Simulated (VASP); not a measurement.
A run of VASP 6.6.1:

INCAR

```
  PREC = Accurate
  ENCUT = 700
  EDIFF = 1E-6
  ISMEAR = -1
  SIGMA = 0.2
  LREAL = False
  LASPH = True
  NELM = 120
  ALGO = Normal
  ISIF = 2
  LWAVE = False
  LCHARG = False
  GGA = PE
  ISYM = -1
  NBANDS = 15
  GGA_COMPAT = False
```

KPOINTS

```
explicit points
172
Reciprocal
  0.07142857   0.07142857   0.07142857 2
  0.07142857   0.07142857   0.21428571 2
  0.07142857   0.07142857   0.35714286 2
  0.07142857   0.07142857   0.50000000 2
  0.07142857   0.07142857   0.64285714 2
  0.07142857   0.07142857   0.78571429 2
[... 164 lines left out ...]
  0.50000000   0.50000000   0.35714286 2
  0.50000000   0.50000000   0.50000000 1
```

POSCAR

```
TaN
1.0
    0.0000000000      2.1790000000      2.1790000000
    2.1790000000      0.0000000000      2.1790000000
    2.1790000000      2.1790000000      0.0000000000
Ta N
1 1
Direct
    0.5000000000      0.5000000000      0.5000000000
   -0.0114731528      0.0114731528     -0.0114731528
```

Potentials or basis: VASP PAW PBE potentials, release 64 (Ta_pv, N).

The run is started by

```bash
$ cat potpaw_PBE.64/Ta_pv/POTCAR potpaw_PBE.64/N/POTCAR > POTCAR
$ mpirun -np 1 vasp_std > vasp.out
```

Hardware: 1 thread of Intel(R) Xeon(R) Platinum 8488C (Sapphire Rapids) (shared host).

Question: How long does it take, and how much memory?

Answer: Run time: 49 s on 1 thread of Intel(R) Xeon(R) Platinum 8488C (Sapphire Rapids), with other jobs on the host, peak memory 0.23 GiB. Counts: scf iterations 13, k points 172.
